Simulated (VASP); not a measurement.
Write the native input for VASP 6.6.1 that does the following.

| Property | Result |
| --- | --- |
| Task | single point |
| Functional | PBE |
| Potentials or basis | VASP PAW PBE potentials, release 64 (W_sv, Se) |
| Cutoff | 520 eV |
| k mesh | 12 × 12 × 2 |
| Occupations | fermi-dirac, width 0.02 eV |
| Spin | no spin polarisation |
| Dipole correction | no |
| Further INCAR settings | ALGO = Normal; EDIFF = 1e-06; NBANDS = 35 |

The structure of WSe2 lies in POSCAR:

```
WSe2
1.0
    3.4505356927      0.0000000000      0.0000000000
   -1.7252678463      2.8576566573      0.0000000000
    0.0000000000      0.0000000000     13.1496972339
W Se
2 4
Direct
    0.6648085522      0.3296171043      0.2499284415
    0.3351914478      0.6703828957      0.7500715585
    0.3285946938      0.6571893876      0.3746470901
    0.6714052559      0.3428105118      0.8747903082
    0.3285947441      0.6571894882      0.1252096918
    0.6714053062      0.3428106124      0.6253529099
```

This cell differs from its parent crystal: uniaxial x strain +4.6%.

The input as run:

INCAR

```
SYSTEM = WSe2
PREC = Accurate
ENCUT = 520
EDIFF = 1E-6
ISMEAR = -1
SIGMA = 0.02
LREAL = .FALSE.
LASPH = .TRUE.
NELM = 80
ALGO = Normal
ISIF = 2
LWAVE = .FALSE.
LCHARG = .TRUE.
GGA = PE
LELF = .TRUE.
LVHAR = .TRUE.
NBANDS = 35
```

KPOINTS

```
regular mesh
0
G
  12 12 2
  0 0 0
```

Potentials or basis: VASP PAW PBE potentials, release 64 (W_sv, Se).

Launch:

```bash
$ cat potpaw_PBE.64/W_sv/POTCAR potpaw_PBE.64/Se/POTCAR > POTCAR
$ mpirun -np 1 vasp_std > vasp.out
```

Results of the run:

```json
{
  "Pressure": "0.2 GPa",
  "Largest force": "0.291 eV/Å",
  "Band gap on the k mesh": "0.87 eV, indirect (least direct gap 1.24 eV)"
}
```

Caveat: the cell differs from its parent crystal (uniaxial x strain +4.6%); spin-orbit coupling is left out, which moves the levels of the heavy elements; this functional lacks dispersion, which binds the layers, so the pressure and a relaxed spacing across them are unreliable.

It took 4.7 min on 1 thread of Intel(R) Xeon(R) Platinum 8488C (Sapphire Rapids), with other jobs on the host, peak memory 0.46 GiB.
